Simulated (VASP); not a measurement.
Wanted: the native input for a VASP 6.6.1 run.

* Task: relaxation of cell and atoms
* Functional: BLYP
* Dispersion: D4
* Potentials or basis: VASP PAW PBE potentials, release 64 (Cd, S)
* Cutoff: 600 eV
* k mesh: 7 × 7 × 4
* Occupations: fermi-dirac, width 0.05 eV
* Spin: no spin polarisation
* Dipole correction: no
* Further INCAR settings: ALGO = Normal; EDIFF = 1e-06; IBRION = 2; EDIFFG = -0.01; NSW = 60; ISIF = 3

The structure of CdS lies in POSCAR:

```
CdS
1.0
    4.1500000000      0.0000000000      0.0000000000
   -2.0750000000      3.5940054257      0.0000000000
    0.0000000000      0.0000000000      6.7370000000
Cd S
2 2
Direct
    0.6666666667      0.3333333333      0.5000000000
    0.3333333333      0.6666666667      0.0000000000
    0.6666666667      0.3333333333      0.8750000000
    0.3333333333      0.6666666667      0.3750000000
```

The input as run:

INCAR

```
PREC     = Accurate       # precision mode
ENCUT    = 600            # plane-wave cutoff, eV
EDIFF    = 1E-6           # SCF threshold, eV
ISMEAR   = -1             # smearing method
SIGMA    = 0.05           # smearing width, eV
LREAL    = False          # projectors in reciprocal space
LASPH    = True           # aspherical terms in the spheres
NELM     = 80             # most SCF steps
ALGO     = Normal         # electronic algorithm
ISIF     = 3              # what is computed and relaxed
LWAVE    = False          # write WAVECAR
LCHARG   = False          # write CHGCAR
GGA      = B5             # functional
ALDAX    = 1.0          
AGGAX    = 1.0          
AGGAC    = 1.0          
ALDAC    = 0.0          
IVDW     = 13             # dispersion correction
VDW_S6   = 1.0          
VDW_S8   = 2.34076671   
VDW_A1   = 0.44488865   
VDW_A2   = 4.0933009    
IBRION   = 2              # ionic algorithm
NSW      = 60             # ionic steps
EDIFFG   = -0.01          # ionic threshold
```

KPOINTS

```
Automatic mesh
0
Gamma
  7 7 4
```

Potentials or basis: VASP PAW PBE potentials, release 64 (Cd, S).

The run is started by

```bash
$ cat potpaw_PBE.64/Cd/POTCAR potpaw_PBE.64/S/POTCAR > POTCAR
$ mpirun -np 1 vasp_std > vasp.out
```

It gave:

```yaml
Relaxed_volume: 25.72 Å³/atom
Relaxed_cell: a = 4.176 Å, b = 4.176 Å, c = 6.812 Å, α = 90.00°, β = 90.00°, γ = 120.00°
Space_group_after_relaxing_to_0.1_Å: P6_3mc (No. 186)
Energy_gained_by_relaxing: 2.8 meV/atom
Ionic_steps: 3
Pressure_after_relaxing: 0.0 GPa
Band_gap_on_the_k_mesh: 1.10 eV
Dispersion_energy_per_atom: -0.564 eV
```

Caveat: the PAW data sets were made with another functional, which shifts forces and pressure a little.

Run time: 3 min on 1 thread of Intel(R) Xeon(R) Platinum 8259CL CPU @ 2.50GHz (Skylake/Cascade Lake) (shared host), peak memory 0.29 GiB.
